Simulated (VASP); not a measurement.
Here is a VASP 6.6.1 calculation.

Contents of INCAR:

```
SYSTEM = Ta2N
  PREC = Accurate
  ENCUT = 520
  EDIFF = 1E-6
  ISMEAR = 0
  SIGMA = 0.1
  LREAL = .False.
  LASPH = .True.
  NELM = 80
  ALGO = Normal
  ISIF = 2
  LWAVE = .False.
  LCHARG = .False.
  GGA = PE
  NBANDS = 20
```

File KPOINTS:

```
regular mesh
0
Gamma
  15 15 8
  0 0 0
```

POSCAR

```
Ta2N
1.0
    3.1128615060      0.0000000000      0.0000000000
   -1.5564307530      2.6958171426      0.0000000000
    0.0000000000      0.0000000000      4.8698410000
Ta N
2 1
Direct
    0.6666666667      0.3333333333      0.7452890000
    0.3825344184      0.7137655585      0.2549492008
    0.0000000000      0.0000000000      0.0000000000
```

Potentials or basis: VASP PAW PBE potentials, release 64 (Ta_pv, N).

The run is started by

```sh
$ cat potpaw_PBE.64/Ta_pv/POTCAR potpaw_PBE.64/N/POTCAR > POTCAR
$ mpirun -np 1 vasp_std > vasp.out
```

Question: Estimate the band gap on the k mesh.

Answer: Zero (an odd number of electrons rules out a gap without spin polarisation).

Question: What does it give for the largest force?

Answer: 1.044 eV/Å.

Question: Estimate the pressure.

Answer: 0.4 GPa.

Stress tensor (GPa, compression positive):
```
 0.09  0.92 -2.32
 0.92 -0.29 -1.79
-2.32 -1.79  1.42
```

Caveat: the cell differs from its parent crystal (one atom moved); spin-orbit coupling is left out, which moves the levels of the heavy elements; forces of over 1 eV/Å act on the atoms, so gaps and moduli don't describe the material at rest.
